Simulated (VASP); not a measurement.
# H6C2O in VASP: a series of runs

H6C2O is run at these levels: r2SCAN+D3(BJ); tasks: single point.

All numbers are computed with VASP 6.6.1; they aren't measurements. Logs are shortened: lines on timing, memory, paths and dates and some standing lists are left out, and cuts for length are marked.

## 1. The cell of the first run

The cell holds an amorphous packing of atoms, 36 atoms: a = 6.771 Å, b = 6.771 Å, c = 6.771 Å, α = 90.00°, β = 90.00°, γ = 90.00°.

## 2. Single point, r2SCAN+D3(BJ)

The input, POSCAR:

```
H6C2O
1.0
    6.7708090000      0.0000000000      0.0000000000
    0.0000000000      6.7708090000      0.0000000000
    0.0000000000      0.0000000000      6.7708090000
C O H
8 4 24
Direct
    0.5874008471      0.9059886137      0.7584090897
    0.4254736071      0.8968099988      0.6051387143
    1.0560382404      0.4432425495      0.5628241025
    0.9295159088      0.5041701636      0.7357948081
    0.5859757801      0.3109510023      0.2688817039
    0.3986504678      0.3130430408      0.1487807549
    0.1220202125      0.8714204214      0.1397234418
   -0.0825320393      0.8831075966      0.2260489467
    0.4869086885      0.7653914913      0.4506679723
    1.0030282542      0.4137861752      0.9134801373
    0.3911309682      0.4893673336      0.0354143493
   -0.1831080269      0.7039437321      0.1818848777
    0.3788159369      0.7484587338      0.3596195290
    0.2880457112      0.8416206327      0.6712173297
    0.3955303050      1.0439895529      0.5446242529
    0.5531886182      1.0173172050      0.8694393826
    0.6052958001      0.7645206739      0.8329478033
    0.7275242491      0.9475395167      0.6894272319
    0.9333399854      0.4772535355      1.0221949653
    0.9326746140      0.6651379851      0.7541316932
    0.7749822656      0.4607700705      0.7131925887
    1.0063016578      0.5204653370      0.4307258023
    1.2110364845      0.4798284969      0.5894916997
    1.0456634555      0.2845277965      0.5358466284
    0.2646510858      0.4829469973     -0.0334463219
    0.3931336585      0.1847612166      0.0503755249
    0.2685997080      0.3038363814      0.2457075904
    0.6044175329      0.1701820002      0.3444924102
    0.7124493778      0.3311300639      0.1715297581
    0.5864166145      0.4286682261      0.3784888332
   -0.3058794118      0.7065282506      0.2557689439
   -0.0747520304      0.9039157852      0.3869053537
   -0.1619674427      1.0097760410      0.1643485530
    0.2171345546      0.9851579736      0.2012683522
    0.1861771571      0.7263997143      0.1687324030
    0.1201594038      0.8912877946     -0.0200575063
```

The input, INCAR.step1:

```
PREC = Accurate
ENCUT = 520
ISMEAR = -1
SIGMA = 0.05
LREAL = Auto
LASPH = True
NELM = 100
NBANDS = 64
GGA = PE
ALGO = Normal
EDIFF = 1E-4
LWAVE = True
LCHARG = False
```

The input, INCAR.step2:

```
PREC = Accurate
ENCUT = 520
EDIFF = 1E-6
ISMEAR = -1
SIGMA = 0.05
LREAL = Auto
LASPH = True
NELM = 100
ALGO = Normal
ISIF = 2
LWAVE = False
LCHARG = True
METAGGA = R2SCAN
LMIXTAU = True
IVDW = 12
VDW_S6 = 1.0
VDW_S8 = 0.78981345
VDW_A1 = 0.49484001
VDW_A2 = 5.73083694
LELF = True
LVHAR = True
NBANDS = 64
ISTART = 1
```

The input, KPOINTS:

```
regular mesh
0
Gamma
  1 1 1
```

Potentials or basis: VASP PAW PBE potentials, release 64 (C, O, H).

Started as:

```bash
> cat potpaw_PBE.64/C/POTCAR potpaw_PBE.64/O/POTCAR potpaw_PBE.64/H/POTCAR > POTCAR
> cp INCAR.step1 INCAR
> mpirun -np 1 vasp_gam > vasp.out
> cp INCAR.step2 INCAR
> mpirun -np 1 vasp_gam > vasp.out
```

OUTCAR:

```text
PREC = Accurate
   ENCUT = 520
   EDIFF = 1E-6
   ISMEAR = -1
   LREAL = Auto
   LASPH = True
   NELM = 100
   ISIF = 2
   METAGGA = R2SCAN
   IVDW = 12
   ISTART = 1
 IVDW          = 12

 ion  position               nearest neighbor table
   1  0.587  0.906  0.758-  17 1.09  16 1.09  18 1.09   2 1.51
   2  0.425  0.897  0.605-  15 1.10  14 1.10   9 1.43   1 1.51
   3  0.056  0.443  0.563-  22 1.09  24 1.09  23 1.09   4 1.51
   4  0.930  0.504  0.736-  20 1.10  21 1.10  10 1.44   3 1.51
   5  0.586  0.311  0.269-  30 1.09  28 1.09  29 1.09   6 1.51
   6  0.399  0.313  0.149-  26 1.10  27 1.10  11 1.42   5 1.51
   7  0.122  0.871  0.140-  34 1.09  36 1.09  35 1.09   8 1.51
   8  0.917  0.883  0.226-  33 1.10  32 1.10  12 1.42   7 1.51
   9  0.487  0.765  0.451-  13 0.96   2 1.43
  10  0.003  0.414  0.913-  19 0.97   4 1.44
  11  0.391  0.489  0.035-  25 0.98   6 1.42
  12  0.817  0.704  0.182-  31 0.97   8 1.42
  13  0.379  0.748  0.360-   9 0.96
  14  0.288  0.842  0.671-   2 1.10
  15  0.396  0.044  0.545-   2 1.10
  16  0.553  0.017  0.869-   1 1.09
  17  0.605  0.765  0.833-   1 1.09
  18  0.728  0.948  0.689-   1 1.09
[... 16 lines left out ...]
  35  0.186  0.726  0.169-   7 1.09
  36  0.120  0.891  0.980-   7 1.09

  LATTYP: Found a simple cubic cell.
 ALAT       =     6.7708090000

  Lattice vectors:

 A1 = (   6.7708090000,   0.0000000000,   0.0000000000)
 A2 = (   0.0000000000,   6.7708090000,   0.0000000000)
 A3 = (   0.0000000000,   0.0000000000,   6.7708090000)

Analysis of symmetry for initial positions (statically):
=====================================================================
 Subroutine PRICEL returns:
 Original cell was already a primitive cell.

 Routine SETGRP: Setting up the symmetry group for a
 simple cubic supercell.

 Subroutine GETGRP returns: Found  1 space group operations
 (whereof  1 operations were pure point group operations)
 out of a pool of 48 trial point group operations.

The static configuration has the point symmetry C_1 .

Analysis of symmetry for dynamics (positions and initial velocities):
=====================================================================
 Subroutine PRICEL returns:
 Original cell was already a primitive cell.

 Routine SETGRP: Setting up the symmetry group for a
 simple cubic supercell.

 Subroutine GETGRP returns: Found  1 space group operations
 (whereof  1 operations were pure point group operations)
 out of a pool of 48 trial point group operations.

The dynamic configuration has the point symmetry C_1 .

 Subroutine INISYM returns: Found  1 space group operations
 (whereof  1 operations are pure point group operations),
 and found     1 'primitive' translations

----------------------------------------------------------------------------------------

                                     Primitive cell

  volume of cell :     310.4000

  direct lattice vectors                    reciprocal lattice vectors
     6.770809000  0.000000000  0.000000000     0.147692838  0.000000000  0.000000000
     0.000000000  6.770809000  0.000000000     0.000000000  0.147692838  0.000000000
     0.000000000  0.000000000  6.770809000     0.000000000  0.000000000  0.147692838

  length of vectors
     6.770809000  6.770809000  6.770809000     0.147692838  0.147692838  0.147692838

  position of ions in fractional coordinates (direct lattice)
     0.587400847  0.905988614  0.758409090
     0.425473607  0.896809999  0.605138714
     0.056038240  0.443242549  0.562824103
     0.929515909  0.504170164  0.735794808
     0.585975780  0.310951002  0.268881704
     0.398650468  0.313043041  0.148780755
[... 28 lines left out ...]
     0.186177157  0.726399714  0.168732403
     0.120159404  0.891287795  0.979942494

  ion indices of the primitive-cell ions
   primitive index   ion index
                 1           1
                 2           2
                 3           3
                 4           4
                 5           5
                 6           6
[... 28 lines left out ...]
                35          35
                36          36

----------------------------------------------------------------------------------------

 KPOINTS: regular mesh

Automatic generation of k-mesh.
 Grid dimensions read from file:
 generate k-points for:    1    1    1

 Generating k-lattice:

  Cartesian coordinates                     Fractional coordinates (reciprocal lattice)
     0.147692838  0.000000000  0.000000000     1.000000000  0.000000000  0.000000000
     0.000000000  0.147692838  0.000000000     0.000000000  1.000000000  0.000000000
     0.000000000  0.000000000  0.147692838     0.000000000  0.000000000  1.000000000

  Length of vectors
     0.147692838  0.147692838  0.147692838

  Shift w.r.t. Gamma in fractional coordinates (k-lattice)
     0.000000000  0.000000000  0.000000000

 Subroutine IBZKPT returns following result:
 ===========================================

 Found      1 irreducible k-points:

 Following reciprocal coordinates:
            Coordinates               Weight
  0.000000  0.000000  0.000000      1.000000
   k-points           NKPTS =      1   k-points in BZ     NKDIM =      1   number of bands    NBANDS=     64
   number of dos      NEDOS =    301   number of ions     NIONS =     36
   total plane-waves  NPLWV = 125000
   dimension x,y,z NGX =    50 NGY =   50 NGZ =   50
   dimension x,y,z NGXF=   100 NGYF=  100 NGZF=  100
   ions per type =               8   4  24
   NGX,Y,Z   is equivalent  to a cutoff of  12.28, 12.28, 12.28 a.u.
   NGXF,Y,Z  is equivalent  to a cutoff of  24.55, 24.55, 24.55 a.u.
 SYSTEM =  unknown system
   PREC   = accura    normal or accurate (medium, high low for compatibility)
   ISTART =      1    job   : 0-new  1-cont  2-samecut
   ICHARG =      0    charge: 1-file 2-atom 10-const
   ISPIN  =      1    spin polarized calculation?
   LNONCOLLINEAR =      F non collinear calculations
   LSORBIT =      F    spin-orbit coupling
   LASPH  =      T    aspherical Exc in radial PAW
   ENCUT  =  520.0 eV  38.22 Ry    6.18 a.u.  12.59 12.59 12.59*2*pi/ulx,y,z
   NELM   =    100;   NELMIN=  2; NELMDL=  0     # of ELM steps
   EDIFF  = 0.1E-05   stopping-criterion for ELM
   LREAL  =      T    real-space projection
   EDIFFG = 0.1E-04   stopping-criterion for IOM
   NSW    =      0    number of steps for IOM
   IBRION =     -1    ionic relax: 0-MD 1-quasi-New 2-CG
   NFREE  =      0    steps in history (QN), initial steepest desc. (CG)
   ISIF   =      2    stress and relaxation
   ISYM   =      2    0-nonsym 1-usesym 2-fastsym
   POTIM  = 0.5000    time-step for ionic-motion
   TEBEG  =    0.0;   TEEND  =   0.0 temperature during run
   PSTRESS=    0.0 pullay stress
   NELECT =      80.0000    total number of electrons
   NUPDOWN=      -1.0000    fix difference up-down
   EMIN   =  10.00;   EMAX   =-10.00  energy-range for DOS
   EFERMI =   0.00;   METHOD = LEGACY
   ISMEAR =    -1;   SIGMA  =   0.05  broadening in eV -4-tet -1-fermi 0-gaus
   EFERMI_NEDOS =   21; number of points for ismear=-14 and -15
   IALGO  =     38    algorithm
   IMIX   =      4    mixing-type and parameters
     AMIX     =   0.40;   BMIX     =  1.00
     AMIX_MAG =   1.60;   BMIX_MAG =  1.00
  volume/ion in A,a.u.               =       8.62        58.19
  Fermi-wavevector in a.u.,A,eV,Ry     =   1.041832  1.968777 14.767946  1.085413
  Thomas-Fermi vector in A             =   2.176470
   LORBIT       =      0    0 simple, 1 ext, 2 COOP (PROOUT), +10 PAW based schemes
   METAGGA = R2SCAN    functional components
   LHFCALC =     F    Hartree Fock is set to
   AEXX    =    0.0000 exact exchange contribution
   IVDW    =    12    specifies the selected vdW correction
   LEPSILON=     F    determine dielectric tensor
   LRPA    =     F    only Hartree local field effects (RPA)
 non-spin polarized calculation
  energy-cutoff  :      520.00
  volume of cell :      310.40
 maximum number of plane-waves:      4193
 NGX is ok and might be reduce to    50
   NGX = 25   NGY = 25   NGZ = 25

 number of electron      80.0000007 magnetization

 Free energy of the ion-electron system (eV)
  ---------------------------------------------------
  ext. energy  EPLUGINS =         0.00000000
  ---------------------------------------------------
  free energy    TOTEN  =      -199.65619550 eV

  energy without entropy =     -199.65619550  energy(sigma->0) =     -199.65619550

 E-fermi :  -1.3066     XC(G=0):  -7.8107

 val. band max:       -2.5172191214   @ k =   0.0000   0.0000   0.0000
 cond. band min:       3.3172303903   @ k =   0.0000   0.0000   0.0000
 fundamental gap:      5.8344495117
 Fermi energy:        -1.3065818192

 k-point     1 :       0.0000    0.0000    0.0000
  band No.  band energies     occupation
      1     -23.4237      2.00000
      2     -23.1692      2.00000
      3     -23.0139      2.00000
      4     -22.7059      2.00000
      5     -15.9593      2.00000
      6     -15.8833      2.00000
[... 44 lines left out ...]
     51       6.9048      0.00000
     52       7.1173      0.00000
 [bands above 52 left out]

------------------------ aborting loop because EDIFF is reached ----------------------------------------

 Edisp (eV)   -0.81173

 E8    (eV) :    -0.1280

  FORCE on cell =-STRESS in cart. coord.  units (eV):
  Direction    XX          YY          ZZ          XY          YZ          ZX
  --------------------------------------------------------------------------------------
  -------------------------------------------------------------------------------------
  Total       0.46746     1.26702    -0.11814     0.04670    -0.46660    -0.14727
  in kB       2.41288     6.53992    -0.60982     0.24105    -2.40844    -0.76017
  external pressure =        2.78 kB  Pullay stress =        0.00 kB

 VOLUME and BASIS-vectors are now :
 -----------------------------------------------------------------------------
  energy-cutoff  :      520.00
  volume of cell :      310.40
      direct lattice vectors                 reciprocal lattice vectors
     6.770809000  0.000000000  0.000000000     0.147692838  0.000000000  0.000000000
     0.000000000  6.770809000  0.000000000     0.000000000  0.147692838  0.000000000
     0.000000000  0.000000000  6.770809000     0.000000000  0.000000000  0.147692838

 POSITION                                       TOTAL-FORCE (eV/Angst)
 -----------------------------------------------------------------------------------
      3.97718      6.13428      5.13504        -0.052296      0.018171     -0.039828
      2.88080      6.07213      4.09728         0.043535      0.072377      0.145335
      0.37942      3.00111      3.81077        -0.065858      0.017225      0.116887
      6.29357      3.41364      4.98193         0.086294      0.025502      0.066088
      3.96753      2.10539      1.82055        -0.006080     -0.006128     -0.050939
      2.69919      2.11955      1.00737         0.070243     -0.124720      0.140810
[... 28 lines left out ...]
      1.26057      4.91831      1.14245         0.040708     -0.050755      0.007746
      0.81358      6.03474      6.63500        -0.003599      0.002596     -0.083535
 -----------------------------------------------------------------------------------
    total drift:                                0.022586      0.000186      0.014204

  FREE ENERGIE OF THE ION-ELECTRON SYSTEM (eV)
  ---------------------------------------------------
  free  energy   TOTEN  =      -200.4679220758 eV

  energy  without entropy=     -200.4679220757  energy(sigma->0) =     -200.46792208
```

Run time: 92 s. Hardware: 1 thread of Intel Xeon 6975P-C (Granite Rapids), shared host; peak memory 0.36 GiB.

Results:

| Quantity | Value |
| --- | --- |
| Free energy | -200.4679 eV |
| Pressure | 0.3 GPa |
| Largest force | 0.242 eV/Å |
| Band gap on the k mesh | 5.83 eV |
| Dispersion energy per atom | -0.023 eV |

Forces in eV/Å, atoms in the order of the input:
```
C   -0.052  0.018 -0.040
C    0.044  0.072  0.145
C   -0.066  0.017  0.117
C    0.086  0.026  0.066
C   -0.006 -0.006 -0.051
C    0.070 -0.125  0.141
C   -0.023  0.010  0.022
C    0.163  0.178  0.013
O    0.142 -0.063 -0.060
O   -0.019  0.126  0.024
O    0.069  0.144 -0.034
O   -0.011 -0.154 -0.080
H   -0.091 -0.056 -0.129
H   -0.043 -0.036  0.017
H   -0.023  0.014 -0.037
H   -0.025  0.036  0.013
H    0.003 -0.014  0.013
H    0.030  0.029 -0.034
H    0.006  0.102 -0.043
H   -0.013 -0.049 -0.057
H   -0.058 -0.012 -0.001
H   -0.015 -0.004 -0.053
H    0.093  0.014  0.022
H   -0.001 -0.066  0.020
H   -0.144  0.023 -0.064
H   -0.004 -0.039 -0.042
H   -0.042 -0.002  0.034
H   -0.004 -0.062  0.043
H    0.051 -0.018 -0.031
H    0.002  0.022  0.045
H   -0.129 -0.080  0.037
H   -0.003 -0.033  0.044
H   -0.038 -0.011 -0.012
H    0.016  0.045  0.025
H    0.041 -0.051  0.008
H   -0.004  0.003 -0.084
```

Stress tensor (GPa, compression positive):
```
 0.24  0.02 -0.08
 0.02  0.65 -0.24
-0.08 -0.24 -0.06
```

Caveat: the k points lie up to 0.93 Å⁻¹ apart; the PAW data sets were made with another functional, which shifts forces and pressure a little.

## 3. Single point, r2SCAN+D3(BJ)

The input, POSCAR:

```
H6C2O
1.0
    6.7708090000      0.0000000000      0.0000000000
    0.0000000000      6.7708090000      0.0000000000
    0.0000000000      0.0000000000      6.7708090000
C O H
8 4 24
Direct
    0.6009178519      0.9245276303      0.7668950638
    0.4415277406      0.9154592900      0.6000760027
    1.0405403549      0.4332569417      0.5652795700
    0.9106888113      0.4984190220      0.7242561413
    0.5801817774      0.3103765001      0.2483012000
    0.3999522066      0.2975272231      0.1336324803
    0.1191585821      0.8807219344      0.1252139885
   -0.0949221873      0.8852265660      0.2207712550
    0.5104855269      0.7743830907      0.4348520243
    0.9935888016      0.4292692350      0.9211454643
    0.3980174304      0.4784361810      0.0329650415
   -0.1916757658      0.7026191405      0.1659181347
    0.4776681782      0.8241703466      0.3152060559
    0.2947949056      0.8328399162      0.6356108997
    0.4392532709      1.0777884888      0.5371883921
    0.5764451486      1.0461822214      0.8562935389
    0.6013313919      0.7724483145      0.8088841378
    0.7489946918      0.9405227647      0.7094130111
    0.9901918663      0.5081962879      1.0370104961
    0.9201411530      0.6509118777      0.7192050463
    0.7593922676      0.4325332468      0.7237244471
    1.0499336195      0.5390640912      0.4315141662
    1.2083932659      0.4203633569      0.6090409580
    0.9923629510      0.2635135624      0.5322259127
    0.2792723883      0.5257569664     -0.0242511641
    0.3636345376      0.1609113475      0.0539226553
    0.2292488239      0.2758459144      0.2069176667
    0.6741882691      0.1653125941      0.3309944203
    0.6870670846      0.3700739454      0.1522417779
    0.5588697008      0.4466969900      0.3584209804
   -0.2877351879      0.6629193055      0.2688157353
   -0.0953652658      0.9199786909      0.3796739799
   -0.1721950804      1.0123900999      0.1621076595
    0.2219971055      0.8812240901      0.2435897985
    0.1482688405      0.7248026048      0.0874341604
    0.1347254073      0.9901475584      0.0128345077
```

The input, INCAR.step1:

```
PREC = Accurate
ENCUT = 520
ISMEAR = -1
SIGMA = 0.05
LREAL = Auto
LASPH = T
NELM = 100
NBANDS = 64
GGA = PE
ALGO = Normal
EDIFF = 1E-4
LWAVE = T
LCHARG = F
```

The input, INCAR.step2:

```
PREC = Accurate
ENCUT = 520
EDIFF = 1E-6
ISMEAR = -1
SIGMA = 0.05
LREAL = Auto
LASPH = T
NELM = 100
ALGO = Normal
ISIF = 2
LWAVE = F
LCHARG = F
METAGGA = R2SCAN
LMIXTAU = T
IVDW = 12
VDW_S6 = 1.0
VDW_S8 = 0.78981345
VDW_A1 = 0.49484001
VDW_A2 = 5.73083694
NBANDS = 64
ISTART = 1
```

KPOINTS is that of step 2.

Potentials or basis: VASP PAW PBE potentials, release 64 (C, O, H).

Started as:

```bash
> cat potpaw_PBE.64/C/POTCAR potpaw_PBE.64/O/POTCAR potpaw_PBE.64/H/POTCAR > POTCAR
> cp INCAR.step1 INCAR
> mpirun -np 1 vasp_gam > vasp.out
> cp INCAR.step2 INCAR
> mpirun -np 1 vasp_gam > vasp.out
```

It took 88 s on 1 thread of Intel Xeon 6975P-C (Granite Rapids), shared host; peak memory 0.36 GiB.

The run converged. Its results:

```
Free energy                : -195.4260 eV
Pressure                   : -2.5 GPa
Largest force              : 5.762 eV/Å
Band gap on the k mesh     : 5.24 eV
Dispersion energy per atom : -0.023 eV
```

Forces in eV/Å, atoms in the order of the input:
```
C   -0.874 -2.293 -3.213
C    0.523  0.532 -1.839
C    2.411 -3.210 -2.012
C    0.053 -1.244  3.250
C    2.068 -0.478  4.753
C   -5.633 -1.120  0.462
C   -1.922 -1.742  1.649
C    0.953 -0.145 -0.936
O    1.052 -0.393  4.792
O    0.578 -1.522 -2.322
O    1.842  0.541 -0.458
O   -0.019  0.325  1.083
H   -1.113  1.633 -3.264
H    1.401  1.812  0.287
H   -0.947 -2.271  0.447
H   -0.641  0.917  1.862
H    0.064 -0.339  1.888
H    0.314  0.439 -0.798
H   -1.358  1.266  0.060
H   -0.769  2.283  0.502
H    0.539  0.766 -0.352
H   -0.750 -1.492  1.217
H   -2.080  0.240 -0.077
H    1.064  2.648 -0.365
H   -1.210 -0.876 -0.389
H    1.416  0.216 -1.136
H    2.782  0.920  0.308
H   -2.613  2.845 -1.551
H    1.173  0.163 -1.102
H    0.348 -2.306 -0.922
H    0.635  0.560 -0.521
H    0.262 -0.794  0.061
H   -0.347  0.053 -0.631
H    0.818  1.216  0.664
H   -0.403  0.698 -0.874
H    0.383  0.150 -0.524
```

Stress tensor (GPa, compression positive):
```
-3.84 -2.27 -0.57
-2.27 -4.59  0.99
-0.57  0.99  1.06
```

Levels at points of the mesh, in eV from the valence-band top:
```
           k point  band 36  band 37  band 38  band 39  band 40  band 41  band 42  band 43  band 44  band 45
(0.00, 0.00, 0.00)    -1.50    -1.05    -0.55    -0.49     0.00     5.24     6.15     6.36     6.64     7.06
```

Caveat: the k points lie up to 0.93 Å⁻¹ apart; the PAW data sets were made with another functional, which shifts forces and pressure a little.

[end of part 1 of 2]
